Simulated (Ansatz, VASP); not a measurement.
**One calculation of BiTe, two programs**

```
Bi Te
1.0
     0.00000    3.23500    3.23500
     3.23500    0.00000    3.23500
     3.23500    3.23500    0.00000
Bi Te
1 1
Direct
  0.00000 0.00000 0.00000
  0.50000 0.50000 0.50000
```

Alike in both runs: task single point; functional LDA; k mesh 10 × 10 × 10; occupations fermi-dirac, width 0.08 eV; no spin polarisation.

```csv
,VASP,Ansatz
version,VASP 6.6.1,Ansatz 0.2.0
potentials or method,"VASP PAW LDA potentials, release 64 (Bi_d, Te), cutoff 520 eV","all-electron LAPW, scalar-relativistic"
```

|  | VASP | Ansatz | Ansatz less VASP |
| --- | --- | --- | --- |
| pressure (GPa) | -2.7 | -2.8 | -0.04 |

LDA's correlation is that of Perdew and Zunger in VASP and of Perdew and Wang (1992) in Ansatz. Ansatz ran all-electron here, and VASP with PAW potentials.

Spin-orbit coupling is off throughout.
